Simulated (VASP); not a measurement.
# Yb (Im-3m) in VASP: further runs, part 2 of 3

VASP 6.6.1.

### Step 3. Relaxation of cell and atoms, PBE, target pressure 46 GPa, at which the enthalpy is minimised

This run uses another cell than the first one, of 17.56 Å³/atom.

Input file INCAR:

```
PREC = Accurate ; ENCUT = 600
EDIFF = 1E-6 ; ISMEAR = -1
SIGMA = 0.08 ; LREAL = False
LASPH = True ; NELM = 100
ALGO = Normal ; ISIF = 3
LWAVE = False ; LCHARG = False
GGA = PE ; IBRION = 2
NSW = 60 ; EDIFFG = -0.005
PSTRESS = 460.0
```

Input file KPOINTS:

```
regular mesh
0
Gamma
  16 16 16
```

Input file POSCAR:

```
Yb
1.0
   -1.6374820074      1.6374820074      1.6374820074
    1.6374820074     -1.6374820074      1.6374820074
    1.6374820074      1.6374820074     -1.6374820074
Yb
1
Direct
    0.0000000000      0.0000000000      0.0000000000
```

Potentials or basis: VASP PAW PBE potentials, release 64 (Yb).

Run with:

```bash
> cat potpaw_PBE.64/Yb/POTCAR > POTCAR
> mpirun -np 1 vasp_std > vasp.out
```

OUTCAR:

```text
PREC = Accurate
   ENCUT = 600
   EDIFF = 1E-6
   ISMEAR = -1
   LREAL = False
   LASPH = True
   NELM = 100
   ISIF = 3
   GGA = PE
   IBRION = 2
   NSW = 60
   EDIFFG = -0.005
   PSTRESS = 460.0

 ion  position               nearest neighbor table
   1  0.000  0.000  0.000-

  LATTYP: Found a body centered cubic cell.
 ALAT       =     3.2749640148

  Lattice vectors:

 A1 = (  -1.6374820074,   1.6374820074,   1.6374820074)
 A2 = (   1.6374820074,  -1.6374820074,   1.6374820074)
 A3 = (   1.6374820074,   1.6374820074,  -1.6374820074)

Analysis of symmetry for initial positions (statically):
=====================================================================
 Subroutine PRICEL returns:
 Original cell was already a primitive cell.

 Routine SETGRP: Setting up the symmetry group for a
 body centered cubic supercell.

 Subroutine GETGRP returns: Found 48 space group operations
 (whereof 48 operations were pure point group operations)
 out of a pool of 48 trial point group operations.

The static configuration has the point symmetry O_h .

Analysis of symmetry for dynamics (positions and initial velocities):
=====================================================================
 Subroutine PRICEL returns:
 Original cell was already a primitive cell.

 Routine SETGRP: Setting up the symmetry group for a
 body centered cubic supercell.

 Subroutine GETGRP returns: Found 48 space group operations
 (whereof 48 operations were pure point group operations)
 out of a pool of 48 trial point group operations.

The dynamic configuration has the point symmetry O_h .

 Subroutine INISYM returns: Found 48 space group operations
 (whereof 48 operations are pure point group operations),
 and found     1 'primitive' translations

----------------------------------------------------------------------------------------

                                     Primitive cell

  volume of cell :      17.5626

  direct lattice vectors                    reciprocal lattice vectors
    -1.637482007  1.637482007  1.637482007     0.000000000  0.305346867  0.305346867
     1.637482007 -1.637482007  1.637482007     0.305346867  0.000000000  0.305346867
     1.637482007  1.637482007 -1.637482007     0.305346867  0.305346867  0.000000000

  length of vectors
     2.836202033  2.836202033  2.836202033     0.431825680  0.431825680  0.431825680

  position of ions in fractional coordinates (direct lattice)
     0.000000000  0.000000000  0.000000000

  ion indices of the primitive-cell ions
   primitive index   ion index
                 1           1

----------------------------------------------------------------------------------------

 KPOINTS: regular mesh

Automatic generation of k-mesh.
 Grid dimensions read from file:
 generate k-points for:   16   16   16

 Generating k-lattice:

  Cartesian coordinates                     Fractional coordinates (reciprocal lattice)
     0.000000000  0.019084179  0.019084179     0.062500000  0.000000000  0.000000000
     0.019084179  0.000000000  0.019084179     0.000000000  0.062500000  0.000000000
     0.019084179  0.019084179  0.000000000     0.000000000  0.000000000  0.062500000

  Length of vectors
     0.026989105  0.026989105  0.026989105

  Shift w.r.t. Gamma in fractional coordinates (k-lattice)
     0.000000000  0.000000000  0.000000000

 Subroutine IBZKPT returns following result:
 ===========================================

 Found    145 irreducible k-points:

 Following reciprocal coordinates:
            Coordinates               Weight
  0.000000  0.000000  0.000000      1.000000
  0.062500  0.000000  0.000000     12.000000
  0.125000  0.000000  0.000000     12.000000
  0.187500  0.000000  0.000000     12.000000
  0.250000  0.000000  0.000000     12.000000
  0.312500  0.000000  0.000000     12.000000
[... 16 lines left out ...]
  0.187500  0.187500  0.000000     24.000000
  0.250000  0.187500  0.000000     48.000000
 [... further k-points ...]
   k-points           NKPTS =    145   k-points in BZ     NKDIM =    145   number of bands    NBANDS=     16
   number of dos      NEDOS =    301   number of ions     NIONS =      1
   total plane-waves  NPLWV =  13824
   dimension x,y,z NGX =    24 NGY =   24 NGZ =   24
   dimension x,y,z NGXF=    48 NGYF=   48 NGZF=   48
   ions per type =               1
   NGX,Y,Z   is equivalent  to a cutoff of  14.07, 14.07, 14.07 a.u.
   NGXF,Y,Z  is equivalent  to a cutoff of  28.14, 28.14, 28.14 a.u.
 SYSTEM =  unknown system
   PREC   = accura    normal or accurate (medium, high low for compatibility)
   ISTART =      0    job   : 0-new  1-cont  2-samecut
   ICHARG =      2    charge: 1-file 2-atom 10-const
   ISPIN  =      1    spin polarized calculation?
   LNONCOLLINEAR =      F non collinear calculations
   LSORBIT =      F    spin-orbit coupling
   LASPH  =      T    aspherical Exc in radial PAW
   ENCUT  =  600.0 eV  44.10 Ry    6.64 a.u.   5.66  5.66  5.66*2*pi/ulx,y,z
   NELM   =    100;   NELMIN=  2; NELMDL= -5     # of ELM steps
   EDIFF  = 0.1E-05   stopping-criterion for ELM
   LREAL  =      F    real-space projection
   EDIFFG = -.5E-02   stopping-criterion for IOM
   NSW    =     60    number of steps for IOM
   IBRION =      2    ionic relax: 0-MD 1-quasi-New 2-CG
   NFREE  =      1    steps in history (QN), initial steepest desc. (CG)
   ISIF   =      3    stress and relaxation
   ISYM   =      2    0-nonsym 1-usesym 2-fastsym
   POTIM  = 0.5000    time-step for ionic-motion
   TEBEG  =    0.0;   TEEND  =   0.0 temperature during run
   PSTRESS=  460.0 pullay stress
   NELECT =      24.0000    total number of electrons
   NUPDOWN=      -1.0000    fix difference up-down
   EMIN   =  10.00;   EMAX   =-10.00  energy-range for DOS
   EFERMI =   0.00;   METHOD = LEGACY
   ISMEAR =    -1;   SIGMA  =   0.08  broadening in eV -4-tet -1-fermi 0-gaus
   EFERMI_NEDOS =   21; number of points for ismear=-14 and -15
   IALGO  =     38    algorithm
   IMIX   =      4    mixing-type and parameters
     AMIX     =   0.40;   BMIX     =  1.00
     AMIX_MAG =   1.60;   BMIX_MAG =  1.00
  volume/ion in A,a.u.               =      17.56       118.52
  Fermi-wavevector in a.u.,A,eV,Ry     =   1.816695  3.433056 44.904411  3.300381
  Thomas-Fermi vector in A             =   2.874054
   LORBIT       =      0    0 simple, 1 ext, 2 COOP (PROOUT), +10 PAW based schemes
   GGA     = PE    functional components
   LHFCALC =     F    Hartree Fock is set to
   AEXX    =    0.0000 exact exchange contribution
   IVDW    =     0    specifies the selected vdW correction
   LEPSILON=     F    determine dielectric tensor
   LRPA    =     F    only Hartree local field effects (RPA)
 conjugate gradient relaxation of ions
 non-spin polarized calculation
  energy-cutoff  :      600.00
  volume of cell :       17.56
 maximum number of plane-waves:       604
   NGX = 11   NGY = 11   NGZ = 11

--------------------------------------- Ionic step        1  -------------------------------------------

 number of electron      23.9999999 magnetization

 Free energy of the ion-electron system (eV)
  ---------------------------------------------------
  ext. energy  EPLUGINS =         0.00000000
  ---------------------------------------------------
  free energy    TOTEN  =        -2.08077375 eV

  energy without entropy =       -2.05905524  energy(sigma->0) =       -2.06991450

------------------------ aborting loop because EDIFF is reached ----------------------------------------

  FORCE on cell =-STRESS in cart. coord.  units (eV):
  Direction    XX          YY          ZZ          XY          YZ          ZX
  --------------------------------------------------------------------------------------
  -------------------------------------------------------------------------------------
  Total        5.3848102      5.3848102      5.3848102      0.0000000     -0.0000000      0.0000000
  in kB      491.2373529    491.2373529    491.2373529      0.0000000     -0.0000000      0.0000000
  external PRESSURE =      31.2373529 kB  Pullay stress =     460.0000000 kB
[... 135 lines left out ...]
--------------------------------------- Ionic step        5  -------------------------------------------

 number of electron      24.0000005 magnetization

 Free energy of the ion-electron system (eV)
  ---------------------------------------------------
  ext. energy  EPLUGINS =         0.00000000
  ---------------------------------------------------
  free energy    TOTEN  =        -2.17999777 eV

  energy without entropy =       -2.15767481  energy(sigma->0) =       -2.16883629

 E-fermi :   4.2744     XC(G=0): -13.0958

 val. band max:        4.2734136984   @ k =   0.3125   0.3125   0.0000
 cond. band min:       4.2831129832   @ k =  -0.3750   0.4375   0.2500
 fundamental gap:      0.0096992847
 Fermi energy:         4.2743531303

 k-point     1 :       0.0000    0.0000    0.0000
  band No.  band energies     occupation
      1     -47.3912      2.00000
      2     -18.3659      2.00000
      3     -18.3659      2.00000
      4     -18.3659      2.00000
      5      -1.7845      2.00000
      6       3.2421      2.00000
[... 433 lines left out ...]
      3     -19.2311      2.00000
      4     -18.6093      2.00000
      5       2.4773      2.00000
      6       3.2255      2.00000
[... 8 lines left out ...]
     15      10.8989      0.00000
     16      13.1025      0.00000

 [... further k-points ...]

------------------------ aborting loop because EDIFF is reached ----------------------------------------

  FORCE on cell =-STRESS in cart. coord.  units (eV):
  Direction    XX          YY          ZZ          XY          YZ          ZX
  --------------------------------------------------------------------------------------
  -------------------------------------------------------------------------------------
  Total        5.1404562      5.1404562      5.1404562     -0.0000000     -0.0000000      0.0000000
  in kB      460.2376799    460.2376799    460.2376799     -0.0000000     -0.0000000      0.0000000
  external PRESSURE =       0.2376799 kB  Pullay stress =     460.0000000 kB
[... 20 lines left out ...]
  energy  without entropy=       -2.1576748146  energy(sigma->0) =       -2.16883629

  enthalpy is  TOTEN    =         2.9578037445 eV   P V=        5.1378015120

 reached required accuracy - stopping structural energy minimisation
```

OSZICAR:

```text
N       E                     dE             d eps       ncg     rms          rms(c)
DAV:   1     0.918392418129E+02    0.91839E+02   -0.96698E+03  5792   0.114E+04
DAV:   2     0.818203044200E+01   -0.83657E+02   -0.81527E+02  5880   0.566E+02
DAV:   3    -0.859054741987E+00   -0.90411E+01   -0.88199E+01  7056   0.118E+02
[... 84 lines left out ...]
DAV:   4    -0.217998899491E+01    0.45857E-03   -0.14518E-03  8192   0.161E+00    0.100E-01
DAV:   5    -0.217997879382E+01    0.10201E-04   -0.16427E-04  8664   0.325E-01    0.569E-02
DAV:   6    -0.217999341282E+01   -0.14619E-04   -0.42743E-05  8416   0.172E-01    0.161E-02
DAV:   7    -0.217999833145E+01   -0.49186E-05   -0.28376E-05  8648   0.577E-02    0.175E-02
DAV:   8    -0.217999776745E+01    0.56400E-06   -0.11593E-06  4032   0.283E-02
   5 F= 0.29578037E+01 E0= 0.29689652E+01  d E =-.381735E-02
```

It took 8.1 min on 1 thread of Intel Xeon 8259CL, shared host; peak memory 0.21 GiB.

What came out:

```
Free energy                                                : -2.1800 eV
Relaxed volume                                             : 17.89 Å³/atom
Relaxed cell                                               : a = 2.854 Å, b = 2.854 Å, c = 2.854 Å, α = 109.47°, β = 109.47°, γ = 109.47°
Space group after relaxing (to 0.1 Å)                      : Im-3m (No. 229)
Energy change on relaxing (the run minimises the enthalpy) : -99.2 meV/atom
Ionic steps                                                : 5
Pressure after relaxing                                    : 46.0 GPa
Band gap on the k mesh                                     : zero (bands 12 and 13 overlap by 1.81 eV)
```

Step by step:
| step | energy change (eV) | largest force (eV/Å) | pressure (GPa) | volume (Å³) |
| --- | --- | --- | --- | --- |
| 1 | 0.0000 | 0.0000 | 49.12 | 17.56 |
| 2 | -0.2510 | 0.0000 | 42.75 | 18.45 |
| 3 | -0.1012 | 0.0000 | 45.74 | 17.90 |
| 4 | -0.0934 | 0.0000 | 46.78 | 17.87 |
| 5 | -0.0992 | 0.0000 | 46.02 | 17.89 |

Final structure:
```cif
data_structure
_symmetry_space_group_name_H-M 'P 1'
_symmetry_Int_Tables_number 1
_cell_length_a 2.8540
_cell_length_b 2.8540
_cell_length_c 2.8540
_cell_angle_alpha 109.471
_cell_angle_beta 109.471
_cell_angle_gamma 109.471
_cell_volume 17.89
loop_
_atom_site_label
_atom_site_type_symbol
_atom_site_fract_x
_atom_site_fract_y
_atom_site_fract_z
_atom_site_occupancy
Yb1 Yb 0.00000 0.00000 0.00000 1
```

Caveat: the cell is relaxed towards a set pressure, so the run minimises the enthalpy, not the energy; spin-orbit coupling is left out, which moves the levels of the heavy elements. Spin polarisation is off, so any magnetic state and its effect on volume and gap are missing.

[end of part 2 of 3]
